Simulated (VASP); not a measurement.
**SnSe: single point with PBE0**

Crystal: SnSe.

```
CELL_PARAMETERS angstrom
0.00000 3.39084 3.39084
3.39084 0.00000 3.39084
3.39084 3.39084 0.00000
ATOMIC_POSITIONS crystal
Sn 0.00000 0.00000 0.00000
Se 0.75000 0.75000 0.75000
```

```
Program             : VASP 6.6.1
Task                : single point
Functional          : PBE0
Potentials or basis : VASP PAW PBE potentials, release 64 (Sn_d, Se)
Cutoff              : 520 eV
k mesh              : 3 × 3 × 3
Occupations         : fermi-dirac, width 0.05 eV
Spin                : non-collinear spin, zero start, spin-orbit coupling
Starting moments    : [[0.0, 0.0, 0.0], [0.0, 0.0, 0.0]] μB
```

- Pressure: -1.6 GPa
- Net moment: 0.00 μB per cell
- Valence electrons inside the program's atomic spheres: Sn 12.05; Se 3.83

Moments on the atoms (μB; x, y, z):
```
Sn  0.00 0.00 0.00
Se  0.00 0.00 0.00
```

Run time: 19 min on 1 thread of Intel(R) Xeon(R) 6975P-C (Granite Rapids) (shared host), peak memory 0.4 GiB.

Caveat: the k points lie up to 0.53 Å⁻¹ apart; the PAW data sets were made with another functional, which shifts forces and pressure a little.
